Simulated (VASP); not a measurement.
AgAu: single point with LDA

Crystal: AgAu.

```
CELL_PARAMETERS angstrom
2.91800 0.00000 0.00000
0.00000 2.91800 0.00000
0.00000 0.00000 4.18952
ATOMIC_POSITIONS crystal
Ag 0.00000 0.00000 0.00000
Au 0.50000 0.50000 0.50000
```

```json
{
 "Program": "VASP 6.6.1",
 "Task": "single point",
 "Functional": "LDA",
 "Potentials or basis": "VASP PAW LDA potentials, release 64 (Ag, Au)",
 "Cutoff": "500 eV",
 "k mesh": "5 × 5 × 4",
 "Occupations": "fermi-dirac, width 0.05 eV",
 "Spin": "no spin polarisation"
}
```

```
Pressure               : -12.2 GPa
Band gap on the k mesh : zero (band 11 reaches 10.13 eV, above the bottom of band 12 at 5.59 eV)
```

Stress tensor (GPa, compression positive):
```
-11.41   0.00   0.00
  0.00 -11.41   0.00
  0.00   0.00 -13.79
```

Levels at points of the mesh, in eV from the Fermi level:
| k point | band 9 | band 10 | band 11 | band 12 | band 13 | band 14 |
| --- | --- | --- | --- | --- | --- | --- |
| (0.00, 0.00, 0.00) | -2.33 | -2.24 | -2.24 | 1.10 | 5.70 | 10.17 |
| (0.00, 0.00, 0.50) | -3.38 | -3.32 | -3.32 | -2.51 | 13.93 | 13.93 |

It took 3.3 s on 1 thread of Intel(R) Xeon(R) 6975P-C (Granite Rapids), on a shared host, peak memory 0.13 GiB.

Caveat: the k points lie up to 0.43 Å⁻¹ apart; spin-orbit coupling is left out, which moves the levels of the heavy elements.
